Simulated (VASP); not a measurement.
# Ga (P6_3/mmc) in VASP: a series of runs

Ga is run at these levels: PBE; tasks: single point.

Program: VASP 6.6.1. These are calculated values, not measurements. Logs are shortened: lines on timing, memory, paths and dates and some standing lists are left out, and cuts for length are marked.

## (1) The cell of the first run

Symmetry: P6_3/mmc, No. 194, hexagonal system. Conventional cell: a = 2.994 Å, b = 2.994 Å, c = 9.776 Å, α = 90.00°, β = 90.00°, γ = 120.00°. Ga (site symmetry -3m) has 12 Ga at 2.99 Å within 3.9 Å. Ga (site symmetry -6m2) has 12 Ga at 2.99 Å within 3.9 Å.

This isn't the form of Ga at room conditions, which is orthorhombic.

## (2) Single point, PBE

INCAR reads:

```
SYSTEM = Ga
  PREC = Accurate
  ENCUT = 520
  EDIFF = 1E-6
  ISMEAR = -1
  SIGMA = 0.1
  LREAL = .False.
  LASPH = .True.
  NELM = 100
  ALGO = Normal
  ISIF = 2
  LWAVE = .False.
  LCHARG = .False.
  GGA = PE
  NBANDS = 34
```

KPOINTS reads:

```
Automatic mesh
0
Gamma
  12 12 4
  0 0 0
```

POSCAR reads:

```
Ga
1.0
    2.9940568641      0.0000000000      0.0000000000
   -1.4970284321      2.5929293047      0.0000000000
    0.0000000000      0.0000000000      9.7757529429
Ga
4
Direct
    1.0000000000      0.0000000000      1.0000000000
    1.0000000000      0.0000000000      0.5000000000
    0.3333333333      0.6666666667      0.2500000000
    0.6666666667      0.3333333333      0.7500000000
```

Potentials or basis: VASP PAW PBE potentials, release 64 (Ga_d).

On the command line:

```console
$ cat potpaw_PBE.64/Ga_d/POTCAR > POTCAR
$ mpirun -np 1 vasp_std > vasp.out
```

OUTCAR:

```text
SYSTEM = Ga
   PREC = Accurate
   ENCUT = 520
   EDIFF = 1E-6
   ISMEAR = -1
   LREAL = .False.
   LASPH = .True.
   NELM = 100
   ISIF = 2
   GGA = PE

 ion  position               nearest neighbor table
   1  0.000  0.000  0.000-
   2  0.000  0.000  0.500-
   3  0.333  0.667  0.250-
   4  0.667  0.333  0.750-

  LATTYP: Found a hexagonal cell.
 ALAT       =     2.9940568641
 C/A-ratio  =     3.2650525313

  Lattice vectors:

 A1 = (   2.9940568641,   0.0000000000,   0.0000000000)
 A2 = (  -1.4970284321,   2.5929293047,   0.0000000000)
 A3 = (   0.0000000000,   0.0000000000,   9.7757529429)

Analysis of symmetry for initial positions (statically):
=====================================================================
 Subroutine PRICEL returns:
 Original cell was already a primitive cell.

 Routine SETGRP: Setting up the symmetry group for a
 hexagonal supercell.

 Subroutine GETGRP returns: Found 24 space group operations
 (whereof 12 operations were pure point group operations)
 out of a pool of 24 trial point group operations.

The static configuration has the point symmetry D_3d.
 The point group associated with its full space group is D_6h.

Analysis of symmetry for dynamics (positions and initial velocities):
=====================================================================
 Subroutine PRICEL returns:
 Original cell was already a primitive cell.

 Routine SETGRP: Setting up the symmetry group for a
 hexagonal supercell.

 Subroutine GETGRP returns: Found 24 space group operations
 (whereof 12 operations were pure point group operations)
 out of a pool of 24 trial point group operations.

The dynamic configuration has the point symmetry D_3d.
 The point group associated with its full space group is D_6h.

 Subroutine INISYM returns: Found 24 space group operations
 (whereof 12 operations are pure point group operations),
 and found     1 'primitive' translations

----------------------------------------------------------------------------------------

                                     Primitive cell

  volume of cell :      75.8929

  direct lattice vectors                    reciprocal lattice vectors
     2.994056864  0.000000000  0.000000000     0.333994993  0.192832099  0.000000000
    -1.497028432  2.592929305  0.000000000     0.000000000  0.385664198  0.000000000
     0.000000000  0.000000000  9.775752943     0.000000000  0.000000000  0.102293911

  length of vectors
[... 81 lines left out ...]
   LNONCOLLINEAR =      F non collinear calculations
   LSORBIT =      F    spin-orbit coupling
   LASPH  =      T    aspherical Exc in radial PAW
   ENCUT  =  520.0 eV  38.22 Ry    6.18 a.u.   5.57  5.57 18.18*2*pi/ulx,y,z
   NELM   =    100;   NELMIN=  2; NELMDL= -5     # of ELM steps
   EDIFF  = 0.1E-05   stopping-criterion for ELM
   LREAL  =      F    real-space projection
   EDIFFG = 0.1E-04   stopping-criterion for IOM
   NSW    =      0    number of steps for IOM
   IBRION =     -1    ionic relax: 0-MD 1-quasi-New 2-CG
   NFREE  =      0    steps in history (QN), initial steepest desc. (CG)
   ISIF   =      2    stress and relaxation
   ISYM   =      2    0-nonsym 1-usesym 2-fastsym
   POTIM  = 0.5000    time-step for ionic-motion
   TEBEG  =    0.0;   TEEND  =   0.0 temperature during run
   PSTRESS=    0.0 pullay stress
   NELECT =      52.0000    total number of electrons
   NUPDOWN=      -1.0000    fix difference up-down
   EMIN   =  10.00;   EMAX   =-10.00  energy-range for DOS
   EFERMI =   0.00;   METHOD = LEGACY
   ISMEAR =    -1;   SIGMA  =   0.10  broadening in eV -4-tet -1-fermi 0-gaus
   EFERMI_NEDOS =   21; number of points for ismear=-14 and -15
   IALGO  =     38    algorithm
   IMIX   =      4    mixing-type and parameters
     AMIX     =   0.40;   BMIX     =  1.00
     AMIX_MAG =   1.60;   BMIX_MAG =  1.00
  volume/ion in A,a.u.               =      18.97       128.04
  Fermi-wavevector in a.u.,A,eV,Ry     =   1.443252  2.727352 28.340631  2.082978
  Thomas-Fermi vector in A             =   2.561681
   LORBIT       =      0    0 simple, 1 ext, 2 COOP (PROOUT), +10 PAW based schemes
   GGA     = PE    functional components
   LHFCALC =     F    Hartree Fock is set to
   AEXX    =    0.0000 exact exchange contribution
   IVDW    =     0    specifies the selected vdW correction
   LEPSILON=     F    determine dielectric tensor
   LRPA    =     F    only Hartree local field effects (RPA)
 non-spin polarized calculation
  energy-cutoff  :      520.00
  volume of cell :       75.89
 maximum number of plane-waves:      2088
 NGX is ok and might be reduce to    24
   NGX = 11   NGY = 11   NGZ = 37

 number of electron      52.0000008 magnetization

 Free energy of the ion-electron system (eV)
  ---------------------------------------------------
  ext. energy  EPLUGINS =         0.00000000
  ---------------------------------------------------
  free energy    TOTEN  =       -11.56556524 eV

  energy without entropy =      -11.51879787  energy(sigma->0) =      -11.54218155

 E-fermi :   5.4908     XC(G=0): -10.9928

 val. band max:        5.4900163777   @ k =   0.2500   0.2500   0.5000
 cond. band min:       5.5622319452   @ k =   0.2500   0.1667   0.5000
 fundamental gap:      0.0722155675
 Fermi energy:         5.4908205839

 k-point     1 :       0.0000    0.0000    0.0000
  band No.  band energies     occupation
      1      -9.4671      2.00000
      2      -9.4319      2.00000
      3      -9.4069      2.00000
      4      -9.3969      2.00000
      5      -9.3969      2.00000
      6      -9.3894      2.00000
[... 877 lines left out ...]
     33      12.6215      0.00000
     34      13.6573      0.00000

 [... further k-points ...]
[... 5 lines left out ...]
  --------------------------------------------------------------------------------------
  -------------------------------------------------------------------------------------
  Total        0.0181932      0.0181932      0.0121350     -0.0000000      0.0000000      0.0000000
  in kB        0.3840781      0.3840781      0.2561818     -0.0000000      0.0000000      0.0000000
  external PRESSURE =       0.3414460 kB  Pullay stress =       0.0000000 kB

 VOLUME and BASIS-vectors are now :
 -----------------------------------------------------------------------------
  energy-cutoff  :      520.00
  volume of cell :       75.89
      direct lattice vectors                 reciprocal lattice vectors
     2.994056864  0.000000000  0.000000000     0.333994993  0.192832099  0.000000000
    -1.497028432  2.592929305  0.000000000     0.000000000  0.385664198  0.000000000
     0.000000000  0.000000000  9.775752943     0.000000000  0.000000000  0.102293911

 POSITION                                       TOTAL-FORCE (eV/Angst)
 -----------------------------------------------------------------------------------
      0.00000      0.00000      0.00000         0.000000      0.000000     -0.000000
      0.00000      0.00000      4.88788         0.000000      0.000000     -0.000000
     -0.00000      1.72862      2.44394        -0.000000     -0.000000      0.000000
      1.49703      0.86431      7.33181         0.000000      0.000000      0.000000
 -----------------------------------------------------------------------------------
    total drift:                               -0.000000      0.000000     -0.000000

  FREE ENERGIE OF THE ION-ELECTRON SYSTEM (eV)
  ---------------------------------------------------
  free  energy   TOTEN  =       -11.5655652352 eV

  energy  without entropy=      -11.5187978702  energy(sigma->0) =      -11.54218155
```

stdout:

```text
POSCAR found type information on POSCAR Ga
 POSCAR found :  1 types and       4 ions
 scaLAPACK will be used
 LDA part: xc-table for (Slater+PW92), standard interpolation
 POSCAR, INCAR and KPOINTS ok, starting setup
 FFT: planning ... GRIDC
 FFT: planning ... GRID_SOFT
 FFT: planning ... GRID
 WAVECAR not read
 entering main loop
```

Wall time 56 s (1 thread of Intel Xeon 6975P-C (Granite Rapids), shared host); peak memory 0.25 GiB.

What came out:

| Item | Value |
| --- | --- |
| Free energy | -11.5656 eV |
| Pressure | 0.0 GPa |
| Band gap on the k mesh | zero (bands 26 and 27 overlap by 5.47 eV) |

Levels at points of the mesh, in eV from the Fermi level:
```csv
k point,band 24,band 25,band 26,band 27,band 28,band 29
"(0.00, 0.00, 0.00)",-4.93,-3.92,3.60,3.61,9.72,9.72
"(0.50, 0.00, 0.00)",-3.51,-3.45,-3.24,0.47,0.58,1.55
"(0.00, 0.00, 0.50)",-7.33,-0.74,-0.74,8.52,8.52,9.99
"(0.50, 0.00, 0.50)",-4.49,-1.80,-1.80,-1.35,-1.35,4.15
```

## (3) Single point, PBE (16.70 Å³/atom)

This run uses another cell than the first one, of 16.70 Å³/atom.

INCAR reads:

```
PREC     = Accurate       # precision mode
ENCUT    = 520            # plane-wave cutoff, eV
EDIFF    = 1E-6           # SCF threshold, eV
ISMEAR   = -1             # smearing method
SIGMA    = 0.1            # smearing width, eV
LREAL    = False          # projectors in reciprocal space
LASPH    = True           # aspherical terms in the spheres
NELM     = 60             # most SCF steps
ALGO     = Normal         # electronic algorithm
ISIF     = 2              # what is computed and relaxed
LWAVE    = False          # write WAVECAR
LCHARG   = False          # write CHGCAR
GGA      = PE             # functional
NBANDS   = 34             # bands
```

KPOINTS reads:

```
regular mesh
0
Gamma
  14 14 4
```

POSCAR reads:

```
Ga
1.0
    2.8691567024      0.0000000000      0.0000000000
   -1.4345783512      2.4847625917      0.0000000000
    0.0000000000      0.0000000000      9.3679473537
Ga
4
Direct
    1.0000000000      0.0000000000      1.0000000000
    1.0000000000      0.0000000000      0.5000000000
    0.3333333333      0.6666666667      0.2500000000
    0.6666666667      0.3333333333      0.7500000000
```

Potentials or basis: VASP PAW PBE potentials, release 64 (Ga_d).

On the command line:

```console
$ cat potpaw_PBE.64/Ga_d/POTCAR > POTCAR
$ mpirun -np 1 vasp_std > vasp.out
```

Run time: 60 s. Hardware: 1 thread of Intel Xeon 6975P-C (Granite Rapids), shared host; peak memory 0.26 GiB.

It converged, with:

```yaml
Free_energy: -11.3379 eV
Pressure: 8.6 GPa
Band_gap_on_the_k_mesh: zero (bands 26 and 27 overlap by 6.24 eV)
```

Stress tensor (GPa, compression positive):
```
8.04 0.00 0.00
0.00 8.04 0.00
0.00 0.00 9.63
```

Levels at points of the mesh, in eV from the Fermi level:
```
           k point  band 22  band 23  band 24  band 25  band 26  band 27  band 28  band 29  band 30  band 31
(0.00, 0.00, 0.00)   -10.30   -10.29    -5.10    -4.64     3.92     3.92    10.77    10.77    11.68    11.68
(0.50, 0.00, 0.00)    -5.59    -4.12    -4.06    -3.86    -3.63     0.70     0.80     1.46     2.53     5.27
(0.00, 0.00, 0.50)   -11.64    -8.03    -8.03    -0.86    -0.86     9.34     9.34    11.07    11.07    11.07
(0.50, 0.00, 0.50)    -5.48    -5.04    -5.04    -2.04    -2.04    -1.42    -1.42     4.51     4.51     5.75
```

Caveat: the cell stands under pressure.

## (4) Single point, PBE (17.46 Å³/atom)

This run uses another cell than the first one, of 17.46 Å³/atom.

INCAR reads:

```
  PREC = Accurate
  ENCUT = 520
  EDIFF = 1E-6
  ISMEAR = -1
  SIGMA = 0.1
  LREAL = False
  LASPH = True
  NELM = 100
  ALGO = Normal
  ISIF = 2
  LWAVE = False
  LCHARG = True
  GGA = PE
  LELF = True
  LVHAR = True
  NBANDS = 34
```

KPOINTS is that of step 3.

POSCAR reads:

```
Ga
1.0
    2.9119862511      0.0000000000      0.0000000000
   -1.4559931256      2.5218540689      0.0000000000
    0.0000000000      0.0000000000      9.5077880801
Ga
4
Direct
    1.0000000000      0.0000000000      1.0000000000
    1.0000000000      0.0000000000      0.5000000000
    0.3333333333      0.6666666667      0.2500000000
    0.6666666667      0.3333333333      0.7500000000
```

On the command line:

```console
$ cat potpaw_PBE.64/Ga_d/POTCAR > POTCAR
$ mpirun -np 1 vasp_std > vasp.out
```

It took 61 s on 1 thread of Intel Xeon 6975P-C (Granite Rapids), shared host; peak memory 0.26 GiB.

The run converged. Its results:

```yaml
Free_energy: -11.4668 eV
Pressure: 5.0 GPa
Band_gap_on_the_k_mesh: zero (bands 26 and 27 overlap by 5.98 eV)
```

Stress tensor (GPa, compression positive):
```
4.56 0.00 0.00
0.00 4.56 0.00
0.00 0.00 6.02
```

Levels at points of the mesh, in eV from the Fermi level:
| k point | band 24 | band 25 | band 26 | band 27 | band 28 | band 29 |
| --- | --- | --- | --- | --- | --- | --- |
| (0.00, 0.00, 0.00) | -5.05 | -4.39 | 3.80 | 3.80 | 10.39 | 10.39 |
| (0.50, 0.00, 0.00) | -3.91 | -3.65 | -3.57 | 0.64 | 0.67 | 1.49 |
| (0.00, 0.00, 0.50) | -7.79 | -0.83 | -0.83 | 9.04 | 9.04 | 10.68 |
| (0.50, 0.00, 0.50) | -4.84 | -1.96 | -1.96 | -1.42 | -1.42 | 4.37 |

Caveat: the cell stands under pressure.

## (5) Summary

```csv
cell,k mesh,gap on the mesh (eV),pressure (GPa)
"a = 2.994, b = 2.994, c = 9.776 Å, angles 90.0, 90.0, 120.0°, 4 atoms",12 × 12 × 4,none,0.0
"a = 2.869, b = 2.869, c = 9.368 Å, angles 90.0, 90.0, 120.0°, 4 atoms",14 × 14 × 4,none,8.6
"a = 2.912, b = 2.912, c = 9.508 Å, angles 90.0, 90.0, 120.0°, 4 atoms",14 × 14 × 4,none,5.0
```

Alike in all rows: task single point; level PBE; potentials or basis VASP PAW PBE potentials, release 64 (Ga_d); no spin polarisation; cutoff (eV) 520; smearing fermi-dirac 0.1 eV.

Caveats: the cell stands under pressure (at least some runs).

Total energies depend on the potentials used, so only differences within one code and one set of settings carry meaning.
